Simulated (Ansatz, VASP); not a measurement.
# Co in VASP and in Ansatz

```xyz
2
Lattice="2.4215 0.0000 0.0000 -1.2108 2.0971 0.0000 0.0000 0.0000 3.9391" Properties=species:S:1:pos:R:3 pbc="T T T"
Co    1.2108    0.6990    2.9543
Co    0.0000    1.3981    0.9848
```

Alike in both runs: task single point; functional BLYP; dispersion D4; k mesh 12 × 12 × 7; occupations fermi-dirac, width 0.05 eV; collinear spin.

|  | VASP | Ansatz |
| --- | --- | --- |
| version | VASP 6.6.1 | Ansatz 0.2.0 |
| potentials or method | VASP PAW PBE potentials, release 64 (Co_sv) | Ansatz PAW |
| plane-wave cutoff (eV) | 690 | 420 |
| valence electrons in the cell | 34 | 34 |

VASP gave:

| Quantity | Value |
| --- | --- |
| gap on the k mesh at the Fermi level (eV) | none |
| pressure (GPa) | 16.3 |
| traceless stress, the component that is largest in VASP (GPa) | -1.98 |
| net moment per atom (μB) | 1.50 |
| size of the moment on the site where the two differ most (μB) | 1.55 |

Task: Which values does Ansatz return?

Result: gap on the k mesh at the Fermi level (eV): none; pressure (GPa): 17.4; traceless stress, the component that is largest in VASP (GPa): -1.95; net moment per atom (μB): 1.50; size of the moment on the site where the two differ most (μB): 1.56.

VASP's potentials were made for PBE, not for BLYP. Site moments also hang on the region over which each program counts them. A gap of «none» marks a metal or a gap that the smearing closes.
